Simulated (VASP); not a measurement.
InAs, 2 atoms in the cell. It takes space group F-43m (No. 216, cubic). Conventional cell: a = 6.110 Å, b = 6.110 Å, c = 6.110 Å, α = 90.00°, β = 90.00°, γ = 90.00°. Within 3.5 Å of In (site symmetry -43m) lie 4 As at 2.65 Å. As (site symmetry -43m) has 4 In at 2.65 Å within 3.5 Å. 

* Program: VASP 6.6.1
* Task: single point
* Functional: r2SCAN
* Potentials or basis: VASP PAW PBE potentials, release 64 (In_d, As)
* Cutoff: 520 eV
* k mesh: 10 × 10 × 10
* Occupations: fermi-dirac, width 0.1 eV
* Spin: no spin polarisation
* Dipole correction: no
* Further INCAR settings: ALGO = Normal; EDIFF = 1e-06; NBANDS = 16

Potentials or basis: VASP PAW PBE potentials, release 64 (In_d, As).

The run is started by

```console
$ cat potpaw_PBE.64/In_d/POTCAR potpaw_PBE.64/As/POTCAR > POTCAR
$ cp INCAR.step1 INCAR
$ mpirun -np 1 vasp_std > vasp.out
$ cp INCAR.step2 INCAR
$ mpirun -np 1 vasp_std > vasp.out
```

Hardware: 1 thread of Intel(R) Xeon(R) Platinum 8488C (Sapphire Rapids), with other jobs on the host.

Q: How long does it take, and how much memory?

A: Run time: 100 s on 1 thread of Intel(R) Xeon(R) Platinum 8488C (Sapphire Rapids), on a shared host, peak memory 0.21 GiB. Counts: k points 47.
